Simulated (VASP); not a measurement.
## AlP: single point with PBE

AlP:

```
Al P
1.0
     0.00000    2.70260    2.70260
     2.70260    0.00000    2.70260
     2.70260    2.70260    0.00000
Al P
1 1
Direct
  0.00000 0.00000 0.00000
  0.25000 0.25000 0.25000
```

| Quantity | Value |
| --- | --- |
| Program | VASP 6.6.1 |
| Task | single point |
| Functional | PBE |
| Potentials or basis | VASP PAW PBE potentials, release 64 (Al, P) |
| Cutoff | 500 eV |
| k mesh | 5 × 5 × 5 |
| Occupations | gaussian, width 0.01 eV |
| Spin | no spin polarisation |
| Dipole correction | no |
| Further INCAR settings | ALGO = Normal; EDIFF = 1e-06; NBANDS = 11 |

- Pressure: 5.3 GPa
- Band gap on the k mesh: 1.77 eV, indirect (least direct gap 3.56 eV)

Levels at points of the mesh, in eV from the valence-band top:
```csv
k point,band 2,band 3,band 4,band 5,band 6,band 7
"(0.00, 0.00, 0.00)",0.00,0.00,0.00,3.57,4.59,4.59
```

It took 7.1 s on 1 thread of Intel Xeon 8259CL, on a shared host, peak memory 0.15 GiB.

A k mesh can miss the band edges. A hybrid or GW would open this gap; PBE tends to underestimate it.
